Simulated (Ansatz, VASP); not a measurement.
BN: VASP beside Ansatz

```
CELL_PARAMETERS angstrom
2.56945 0.00000 0.00000
-1.28472 2.22521 0.00000
0.00000 0.00000 5.94519
ATOMIC_POSITIONS crystal
B 0.33333 0.66667 0.25000
B 0.66667 0.33333 0.75000
N 0.33333 0.66667 0.75000
N 0.66667 0.33333 0.25000
```

Alike in both runs: task single point; functional LDA; k mesh 12 × 12 × 4; occupations gaussian, width 0.05 eV; no spin polarisation.

```csv
,VASP,Ansatz
version,VASP 6.6.1,Ansatz 0.2.0
potentials or method,"VASP PAW LDA potentials, release 64 (B, N), cutoff 520 eV","scalar-relativistic, plane waves, PAW"
valence electrons in the cell,16,16
```

Ansatz gave:

* gap on the k mesh at the Fermi level (eV): 3.81
* least direct gap on the mesh (eV): 4.02
* pressure (GPa): -21.5
* traceless stress, the component that is largest in VASP (GPa): 24.94

Problem. What did VASP give for the same quantities?

Solution. gap on the k mesh at the Fermi level (eV): 3.80; least direct gap on the mesh (eV): 4.01; pressure (GPa): -21.0; traceless stress, the component that is largest in VASP (GPa): 24.21.

Ansatz warns that its potentials were made for another functional, while VASP's fit it. LDA's correlation is that of Perdew and Zunger in VASP and of Perdew and Wang (1992) in Ansatz.
